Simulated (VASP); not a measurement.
# W (Pbcm) in VASP: a series of runs

The runs below take W through single point, with LDA, BLYP, PBEsol.

Program: VASP 6.6.1. These are calculated values, not measurements. Logs are shortened: lines on timing, memory, paths and dates and some standing lists are left out, and cuts for length are marked.

### 1 The cell of the first run

It takes space group Pbcm (No. 57, orthorhombic). The conventional cell has a = 2.810 Å, b = 4.864 Å, c = 4.924 Å, α = 90.00°, β = 90.00°, γ = 90.00°. W (site symmetry m) has 12 W at 2.70 to 3.06 Å within 3.6 Å.

### 2 Single point, LDA

Input file INCAR:

```
SYSTEM = W
PREC     = Accurate       ! precision mode
ENCUT    = 520            ! plane-wave cutoff, eV
EDIFF    = 1E-6           ! SCF threshold, eV
ISMEAR   = -1             ! smearing method
SIGMA    = 0.1            ! smearing width, eV
LREAL    = .FALSE.        ! projectors in reciprocal space
LASPH    = .TRUE.         ! aspherical terms in the spheres
NELM     = 60             ! most SCF steps
ALGO     = Normal         ! electronic algorithm
ISIF     = 2              ! what is computed and relaxed
LWAVE    = .FALSE.        ! write WAVECAR
LCHARG   = .FALSE.        ! write CHGCAR
GGA      = CA             ! functional
NBANDS   = 36             ! bands
```

Input file KPOINTS:

```
regular mesh
0
G
  8 5 5
  0 0 0
```

Input file POSCAR:

```
W
1.0
    2.8096620000      0.0000000000      0.0000000000
    0.0000000000      4.8638700000      0.0000000000
    0.0000000000      0.0000000000      4.9236950000
W
4
Direct
    0.7931720000      0.5631570000      0.2500000000
    0.2068280000      0.0631570000      0.2500000000
    0.2068280000      0.4368430000      0.7500000000
    0.7931720000      0.9368430000      0.7500000000
```

Potentials or basis: VASP PAW LDA potentials, release 64 (W_sv).

The run is started by

```sh
$ cat potpaw_LDA.64/W_sv/POTCAR > POTCAR
$ mpirun -np 1 vasp_std > vasp.out
```

OUTCAR:

```text
SYSTEM = W
   PREC = Accurate
   ENCUT = 520
   EDIFF = 1E-6
   ISMEAR = -1
   LREAL = .FALSE.
   LASPH = .TRUE.
   NELM = 60
   ISIF = 2
   GGA = CA

 ion  position               nearest neighbor table
   1  0.793  0.563  0.250-   2 2.70   2 2.70   3 2.79   3 2.79   2 2.94   2 2.94   3 3.03   3 3.03
                             4 3.06   4 3.06
   2  0.207  0.063  0.250-   1 2.70   1 2.70   4 2.79   4 2.79   1 2.94   1 2.94   4 3.03   4 3.03
                             3 3.06   3 3.06
   3  0.207  0.437  0.750-   4 2.70   4 2.70   1 2.79   1 2.79   4 2.94   4 2.94   1 3.03   1 3.03
                             2 3.06   2 3.06
   4  0.793  0.937  0.750-   3 2.70   3 2.70   2 2.79   2 2.79   3 2.94   3 2.94   2 3.03   2 3.03
                             1 3.06   1 3.06

  LATTYP: Found a simple orthorhombic cell.
 ALAT       =     2.8096620000
 B/A-ratio  =     1.7311228183
 C/A-ratio  =     1.7524154151

  Lattice vectors:

 A1 = (   2.8096620000,   0.0000000000,   0.0000000000)
 A2 = (   0.0000000000,   4.8638700000,   0.0000000000)
 A3 = (   0.0000000000,   0.0000000000,   4.9236950000)

Analysis of symmetry for initial positions (statically):
=====================================================================
 Subroutine PRICEL returns:
 Original cell was already a primitive cell.

 Routine SETGRP: Setting up the symmetry group for a
 simple orthorhombic supercell.

 Subroutine GETGRP returns: Found  8 space group operations
 (whereof  2 operations were pure point group operations)
 out of a pool of  8 trial point group operations.

The static configuration has the point symmetry S_2 .
 The point group associated with its full space group is D_2h.

Analysis of symmetry for dynamics (positions and initial velocities):
=====================================================================
 Subroutine PRICEL returns:
 Original cell was already a primitive cell.

 Routine SETGRP: Setting up the symmetry group for a
 simple orthorhombic supercell.

 Subroutine GETGRP returns: Found  8 space group operations
 (whereof  2 operations were pure point group operations)
 out of a pool of  8 trial point group operations.

The dynamic configuration has the point symmetry S_2 .
 The point group associated with its full space group is D_2h.

 Subroutine INISYM returns: Found  8 space group operations
 (whereof  2 operations are pure point group operations),
 and found     1 'primitive' translations

----------------------------------------------------------------------------------------

                                     Primitive cell

  volume of cell :      67.2864

  direct lattice vectors                    reciprocal lattice vectors
     2.809662000  0.000000000  0.000000000     0.355914697  0.000000000  0.000000000
     0.000000000  4.863870000  0.000000000     0.000000000  0.205597600  0.000000000
     0.000000000  0.000000000  4.923695000     0.000000000  0.000000000  0.203099501

  length of vectors
     2.809662000  4.863870000  4.923695000     0.355914697  0.205597600  0.203099501

  position of ions in fractional coordinates (direct lattice)
     0.793172000  0.563157000  0.250000000
     0.206828000  0.063157000  0.250000000
     0.206828000  0.436843000  0.750000000
     0.793172000  0.936843000  0.750000000

  ion indices of the primitive-cell ions
   primitive index   ion index
                 1           1
                 2           2
                 3           3
                 4           4

----------------------------------------------------------------------------------------

 KPOINTS: regular mesh

Automatic generation of k-mesh.
 Grid dimensions read from file:
 generate k-points for:    8    5    5

 Generating k-lattice:

  Cartesian coordinates                     Fractional coordinates (reciprocal lattice)
     0.044489337  0.000000000  0.000000000     0.125000000  0.000000000  0.000000000
     0.000000000  0.041119520  0.000000000     0.000000000  0.200000000  0.000000000
     0.000000000  0.000000000  0.040619900     0.000000000  0.000000000  0.200000000

  Length of vectors
     0.044489337  0.041119520  0.040619900

  Shift w.r.t. Gamma in fractional coordinates (k-lattice)
     0.000000000  0.000000000  0.000000000

 Subroutine IBZKPT returns following result:
 ===========================================

 Found     45 irreducible k-points:

 Following reciprocal coordinates:
            Coordinates               Weight
  0.000000  0.000000  0.000000      1.000000
  0.125000  0.000000  0.000000      2.000000
  0.250000  0.000000  0.000000      2.000000
  0.375000  0.000000  0.000000      2.000000
  0.500000  0.000000  0.000000      1.000000
  0.000000  0.200000  0.000000      2.000000
[... 16 lines left out ...]
  0.250000  0.200000  0.200000      8.000000
  0.375000  0.200000  0.200000      8.000000
 [... further k-points ...]
   k-points           NKPTS =     45   k-points in BZ     NKDIM =     45   number of bands    NBANDS=     36
   number of dos      NEDOS =    301   number of ions     NIONS =      4
   total plane-waves  NPLWV =  34560
   dimension x,y,z NGX =    24 NGY =   36 NGZ =   40
   dimension x,y,z NGXF=    48 NGYF=   72 NGZF=   80
   ions per type =               4
   NGX,Y,Z   is equivalent  to a cutoff of  14.20, 12.30, 13.51 a.u.
   NGXF,Y,Z  is equivalent  to a cutoff of  28.40, 24.61, 27.01 a.u.
 SYSTEM =  W
   PREC   = accura    normal or accurate (medium, high low for compatibility)
   ISTART =      0    job   : 0-new  1-cont  2-samecut
   ICHARG =      2    charge: 1-file 2-atom 10-const
   ISPIN  =      1    spin polarized calculation?
   LNONCOLLINEAR =      F non collinear calculations
   LSORBIT =      F    spin-orbit coupling
   LASPH  =      T    aspherical Exc in radial PAW
   ENCUT  =  520.0 eV  38.22 Ry    6.18 a.u.   5.22  9.04  9.15*2*pi/ulx,y,z
   NELM   =     60;   NELMIN=  2; NELMDL= -5     # of ELM steps
   EDIFF  = 0.1E-05   stopping-criterion for ELM
   LREAL  =      F    real-space projection
   EDIFFG = 0.1E-04   stopping-criterion for IOM
   NSW    =      0    number of steps for IOM
   IBRION =     -1    ionic relax: 0-MD 1-quasi-New 2-CG
   NFREE  =      0    steps in history (QN), initial steepest desc. (CG)
   ISIF   =      2    stress and relaxation
   ISYM   =      2    0-nonsym 1-usesym 2-fastsym
   POTIM  = 0.5000    time-step for ionic-motion
   TEBEG  =    0.0;   TEEND  =   0.0 temperature during run
   PSTRESS=    0.0 pullay stress
   NELECT =      56.0000    total number of electrons
   NUPDOWN=      -1.0000    fix difference up-down
   EMIN   =  10.00;   EMAX   =-10.00  energy-range for DOS
   EFERMI =   0.00;   METHOD = LEGACY
   ISMEAR =    -1;   SIGMA  =   0.10  broadening in eV -4-tet -1-fermi 0-gaus
   EFERMI_NEDOS =   21; number of points for ismear=-14 and -15
   IALGO  =     38    algorithm
   IMIX   =      4    mixing-type and parameters
     AMIX     =   0.40;   BMIX     =  1.00
     AMIX_MAG =   1.60;   BMIX_MAG =  1.00
  volume/ion in A,a.u.               =      16.82       113.52
  Fermi-wavevector in a.u.,A,eV,Ry     =   1.539909  2.910006 32.263772  2.371320
  Thomas-Fermi vector in A             =   2.646071
   LORBIT       =      0    0 simple, 1 ext, 2 COOP (PROOUT), +10 PAW based schemes
   GGA     = CA    functional components
   LHFCALC =     F    Hartree Fock is set to
   AEXX    =    0.0000 exact exchange contribution
   IVDW    =     0    specifies the selected vdW correction
   LEPSILON=     F    determine dielectric tensor
   LRPA    =     F    only Hartree local field effects (RPA)
 non-spin polarized calculation
  energy-cutoff  :      520.00
  volume of cell :       67.29
 maximum number of plane-waves:      1832
 NGX is ok and might be reduce to    24
   NGX = 11   NGY = 19   NGZ = 19

 number of electron      56.0000011 magnetization

 Free energy of the ion-electron system (eV)
  ---------------------------------------------------
  ext. energy  EPLUGINS =         0.00000000
  ---------------------------------------------------
  free energy    TOTEN  =       -54.27016222 eV

  energy without entropy =      -54.14654728  energy(sigma->0) =      -54.20835475

 E-fermi :  10.1671     XC(G=0): -13.4681

 val. band max:       10.1648372419   @ k =   0.1250   0.0000   0.2000
 cond. band min:      10.1887735380   @ k =   0.0000   0.4000   0.2000
 fundamental gap:      0.0239362961
 Fermi energy:        10.1671434585

 k-point     1 :       0.0000    0.0000    0.0000
  band No.  band energies     occupation
      1     -63.2376      2.00000
      2     -63.1584      2.00000
      3     -63.1245      2.00000
      4     -63.0745      2.00000
      5     -28.2744      2.00000
      6     -28.2237      2.00000
[... 28 lines left out ...]
     35      14.2264      0.00000
     36      14.6186      0.00000

 k-point     2 :       0.1250    0.0000    0.0000
  band No.  band energies     occupation
      1     -63.2266      2.00000
      2     -63.1511      2.00000
      3     -63.1190      2.00000
      4     -63.0727      2.00000
      5     -28.2311      2.00000
      6     -28.1852      2.00000
[... 28 lines left out ...]
     35      13.6055      0.00000
     36      14.0895      0.00000

 k-point     3 :       0.2500    0.0000    0.0000
  band No.  band energies     occupation
      1     -63.1985      2.00000
      2     -63.1331      2.00000
      3     -63.1060      2.00000
      4     -63.0697      2.00000
      5     -28.1159      2.00000
      6     -28.0823      2.00000
[... 28 lines left out ...]
     35      13.2137      0.00000
     36      13.8884      0.00000

 k-point     4 :       0.3750    0.0000    0.0000
  band No.  band energies     occupation
      1     -63.1670      2.00000
      2     -63.1144      2.00000
      3     -63.0935      2.00000
      4     -63.0700      2.00000
      5     -27.9902      2.00000
      6     -27.9556      2.00000
[... 28 lines left out ...]
     35      13.5715      0.00000
     36      13.8622      0.00000

 k-point     5 :       0.5000    0.0000    0.0000
  band No.  band energies     occupation
      1     -63.1522      2.00000
      2     -63.1064      2.00000
      3     -63.0887      2.00000
      4     -63.0719      2.00000
      5     -27.9841      2.00000
      6     -27.9438      2.00000
[... 655 lines left out ...]
 k-point    22 :       0.1250    0.2000    0.2000
  band No.  band energies     occupation
      1     -63.2097      2.00000
      2     -63.1504      2.00000
      3     -63.1250      2.00000
      4     -63.0847      2.00000
      5     -28.1558      2.00000
      6     -28.0822      2.00000
[... 28 lines left out ...]
     35      13.2093      0.00000
     36      14.1095      0.00000

 k-point    23 :       0.2500    0.2000    0.2000
  band No.  band energies     occupation
      1     -63.1840      2.00000
      2     -63.1328      2.00000
      3     -63.1115      2.00000
      4     -63.0792      2.00000
      5     -28.0803      2.00000
      6     -28.0169      2.00000
[... 28 lines left out ...]
     35      12.7183      0.00000
     36      14.1171      0.00000

 k-point    24 :       0.3750    0.2000    0.2000
  band No.  band energies     occupation
      1     -63.1556      2.00000
      2     -63.1147      2.00000
      3     -63.0986      2.00000
      4     -63.0763      2.00000
      5     -28.0969      2.00000
      6     -28.0401      2.00000
[... 28 lines left out ...]
     35      13.9523      0.00000
     36      14.4026      0.00000

 [... further k-points ...]

------------------------ aborting loop because EDIFF is reached ----------------------------------------

  FORCE on cell =-STRESS in cart. coord.  units (eV):
  Direction    XX          YY          ZZ          XY          YZ          ZX
  --------------------------------------------------------------------------------------
  -------------------------------------------------------------------------------------
  Total       -6.3721046     -5.9266555     -5.8691185      0.0000000      0.0000000      0.0000000
  in kB     -151.7281989   -141.1214673   -139.7514358      0.0000000      0.0000000      0.0000000
  external PRESSURE =    -144.2003673 kB  Pullay stress =       0.0000000 kB

 VOLUME and BASIS-vectors are now :
 -----------------------------------------------------------------------------
  energy-cutoff  :      520.00
  volume of cell :       67.29
      direct lattice vectors                 reciprocal lattice vectors
     2.809662000  0.000000000  0.000000000     0.355914697  0.000000000  0.000000000
     0.000000000  4.863870000  0.000000000     0.000000000  0.205597600  0.000000000
     0.000000000  0.000000000  4.923695000     0.000000000  0.000000000  0.203099501

 POSITION                                       TOTAL-FORCE (eV/Angst)
 -----------------------------------------------------------------------------------
      2.22855      2.73912      1.23092         0.030562     -0.044406      0.000000
      0.58112      0.30719      1.23092        -0.030562     -0.044406     -0.000000
      0.58112      2.12475      3.69277        -0.030562      0.044406      0.000000
      2.22855      4.55668      3.69277         0.030562      0.044406      0.000000
 -----------------------------------------------------------------------------------
    total drift:                                0.000000      0.000000     -0.000000

  FREE ENERGIE OF THE ION-ELECTRON SYSTEM (eV)
  ---------------------------------------------------
  free  energy   TOTEN  =       -54.2701622173 eV

  energy  without entropy=      -54.1465472848  energy(sigma->0) =      -54.20835475
```

Wall time 80 s (1 thread of AMD EPYC 7R13 (Zen 3), shared host); peak memory 0.17 GiB.

Results:

```yaml
Free_energy: -54.2702 eV
Pressure: -14.4 GPa
Largest_force: 0.054 eV/Å
Band_gap_on_the_k_mesh: zero (bands 28 and 29 overlap by 1.35 eV)
```

Forces on the atoms (eV/Å):
```
W    0.031 -0.044  0.000
W   -0.031 -0.044  0.000
W   -0.031  0.044  0.000
W    0.031  0.044  0.000
```

Stress tensor (GPa, compression positive):
```
-15.17   0.00   0.00
  0.00 -14.11   0.00
  0.00   0.00 -13.98
```

Levels at points of the mesh, in eV from the Fermi level:
```tsv
k point	band 24	band 25	band 26	band 27	band 28	band 29	band 30	band 31	band 32	band 33
(0.00, 0.00, 0.00)	-0.54	-0.45	-0.39	-0.37	-0.36	-0.29	-0.05	0.51	1.50	2.39
(0.50, 0.00, 0.00)	-2.26	-1.83	-1.77	-1.28	-1.04	0.10	0.21	0.52	2.90	3.00
```

Caveat: the cell stands under tension; spin-orbit coupling is left out, which moves the levels of the heavy elements.

### 3 Single point, BLYP

Input file INCAR:

```
PREC     = Accurate       # precision mode
ENCUT    = 520            # plane-wave cutoff, eV
EDIFF    = 1E-6           # SCF threshold, eV
ISMEAR   = -1             # smearing method
SIGMA    = 0.1            # smearing width, eV
LREAL    = False          # projectors in reciprocal space
LASPH    = True           # aspherical terms in the spheres
NELM     = 100            # most SCF steps
ALGO     = Normal         # electronic algorithm
ISIF     = 2              # what is computed and relaxed
LWAVE    = False          # write WAVECAR
LCHARG   = True           # write CHGCAR
GGA      = B5             # functional
ALDAX    = 1.0          
AGGAX    = 1.0          
AGGAC    = 1.0          
ALDAC    = 0.0          
LELF     = True           # ELF
LVHAR    = True         
NBANDS   = 36             # bands
```

Input file KPOINTS:

```
Automatic mesh
0
Gamma
  8 5 5
```

POSCAR is that of step 2.

Potentials or basis: VASP PAW PBE potentials, release 64 (W_sv).

The run is started by

```sh
$ cat potpaw_PBE.64/W_sv/POTCAR > POTCAR
$ mpirun -np 1 vasp_std > vasp.out
```

Run time: 1.8 min. Hardware: 1 thread of AMD EPYC 7R13 (Zen 3), shared host; peak memory 0.19 GiB.

It converged, with:

- Free energy: -43.3971 eV
- Pressure: 8.0 GPa
- Largest force: 0.055 eV/Å
- Band gap on the k mesh: zero (bands 28 and 29 overlap by 1.40 eV)

Forces in eV/Å, atoms in the order of the input:
```
W    0.030 -0.046  0.000
W   -0.030 -0.046  0.000
W   -0.030  0.046  0.000
W    0.030  0.046  0.000
```

Stress tensor (GPa, compression positive):
```
7.38 0.00 0.00
0.00 8.74 0.00
0.00 0.00 7.83
```

Levels at points of the mesh, in eV from the Fermi level:
| k point | band 26 | band 27 | band 28 | band 29 | band 30 | band 31 |
| --- | --- | --- | --- | --- | --- | --- |
| (0.00, 0.00, 0.00) | -0.43 | -0.38 | -0.36 | -0.28 | 0.09 | 0.48 |
| (0.50, 0.00, 0.00) | -1.76 | -1.29 | -1.07 | 0.14 | 0.20 | 0.45 |

Caveat: the cell stands under pressure; the PAW data sets were made with another functional, which shifts forces and pressure a little; spin-orbit coupling is left out, which moves the levels of the heavy elements.

### 4 Single point, PBEsol

Input file INCAR:

```
PREC     = Accurate       # precision mode
ENCUT    = 520            # plane-wave cutoff, eV
EDIFF    = 1E-6           # SCF threshold, eV
ISMEAR   = -1             # smearing method
SIGMA    = 0.1            # smearing width, eV
LREAL    = F              # projectors in reciprocal space
LASPH    = T              # aspherical terms in the spheres
NELM     = 100            # most SCF steps
ALGO     = Normal         # electronic algorithm
ISIF     = 2              # what is computed and relaxed
LWAVE    = F              # write WAVECAR
LCHARG   = T              # write CHGCAR
GGA      = PS             # functional
LELF     = T              # ELF
LVHAR    = T            
NBANDS   = 36             # bands
```

Input file KPOINTS:

```
regular mesh
0
Gamma
  8 5 5
```

POSCAR is that of step 3.

The run is started by

```sh
$ cat potpaw_PBE.64/W_sv/POTCAR > POTCAR
$ mpirun -np 1 vasp_std > vasp.out
```

It took 92 s on 1 thread of AMD EPYC 7R13 (Zen 3), shared host; peak memory 0.19 GiB.

It converged, with:

| Property | Result |
| --- | --- |
| Free energy | -53.1324 eV |
| Pressure | -10.2 GPa |
| Largest force | 0.058 eV/Å |
| Band gap on the k mesh | zero (bands 28 and 29 overlap by 1.29 eV) |

Forces in eV/Å, atoms in the order of the input:
```
W   -0.039 -0.043  0.000
W    0.039 -0.043  0.000
W    0.039  0.043  0.000
W   -0.039  0.043  0.000
```

Stress tensor (GPa, compression positive):
```
-10.94   0.00   0.00
  0.00  -9.75   0.00
  0.00   0.00  -9.95
```

Levels at points of the mesh, in eV from the Fermi level:
```
           k point  band 25  band 26  band 27  band 28  band 29  band 30  band 31  band 32
(0.00, 0.00, 0.00)    -0.44    -0.37    -0.36    -0.33    -0.29    -0.15     0.54     1.55
(0.50, 0.00, 0.00)    -1.82    -1.75    -1.27    -1.05     0.11     0.21     0.54     2.93
```

Caveat: the cell stands under tension; the PAW data sets were made with another functional, which shifts forces and pressure a little; spin-orbit coupling is left out, which moves the levels of the heavy elements.

### 5 Summary

| level | potentials or basis | gap on the mesh (eV) | pressure (GPa) | largest force (eV/Å) |
| --- | --- | --- | --- | --- |
| LDA | VASP PAW LDA potentials, release 64 (W_sv) | none | -14.4 | 0.05 |
| BLYP | VASP PAW PBE potentials, release 64 (W_sv) | none | 8.0 | 0.05 |
| PBEsol | VASP PAW PBE potentials, release 64 (W_sv) | none | -10.2 | 0.06 |

Alike in all rows: task single point; no spin polarisation; cell as given; k mesh 8 × 5 × 5; cutoff (eV) 520; smearing fermi-dirac 0.1 eV.

Caveats: spin-orbit coupling is left out, which moves the levels of the heavy elements; the cell stands under tension (at least some runs); the PAW data sets were made with another functional, which shifts forces and pressure a little (at least some runs); the cell stands under pressure (at least some runs).

Absolute energies hang on the potentials; compare differences alone.

The gap in the log of VASP goes by the Fermi energy; the results here count the filled bands.